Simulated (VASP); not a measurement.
Set up this calculation in VASP 6.6.1, as the native input.

| Quantity | Value |
| --- | --- |
| Task | single point |
| Functional | PBE |
| Potentials or basis | VASP PAW PBE potentials, release 64 (W_sv, C) |
| Cutoff | 520 eV |
| k mesh | 17 × 17 × 15 |
| Occupations | fermi-dirac, width 0.08 eV |
| Spin | no spin polarisation |
| Dipole correction | no |
| Further INCAR settings | ALGO = Normal; EDIFF = 1e-06; NBANDS = 16 |

The structure of WC (WC type) lies in POSCAR:

```
WC
1.0
    2.5743089750      0.0000000000      0.0000000000
   -1.2871544875      2.2294169695      0.0000000000
    0.0000000000      0.0000000000      2.5754811571
W C
1 1
Direct
    0.0000000000      0.0000000000      0.0000000000
    0.3333333333      0.6666666667      0.5000000000
```

These files were run (other wordings do the same):

INCAR

```
ALGO = Normal
EDIFF = 1E-6
ENCUT = 520
GGA = PE
ISIF = 2
ISMEAR = -1
LASPH = T
LCHARG = F
LREAL = F
LWAVE = F
NBANDS = 16
NELM = 80
PREC = Accurate
SIGMA = 0.08
```

KPOINTS

```
k-points
0
Gamma
  17 17 15
```

Potentials or basis: VASP PAW PBE potentials, release 64 (W_sv, C).

The run is started by

```sh
$ cat potpaw_PBE.64/W_sv/POTCAR potpaw_PBE.64/C/POTCAR > POTCAR
$ mpirun -np 1 vasp_std > vasp.out
```

It gave:

```yaml
Pressure: 286.2 GPa
Band_gap_on_the_k_mesh: zero (band 9 reaches 18.06 eV, above the bottom of band 10 at 15.44 eV)
```

Caveat: spin-orbit coupling is left out, which moves the levels of the heavy elements.

Wall time 20 s on 1 thread of Intel(R) Xeon(R) 6975P-C (Granite Rapids), with other jobs on the host, peak memory 0.17 GiB.
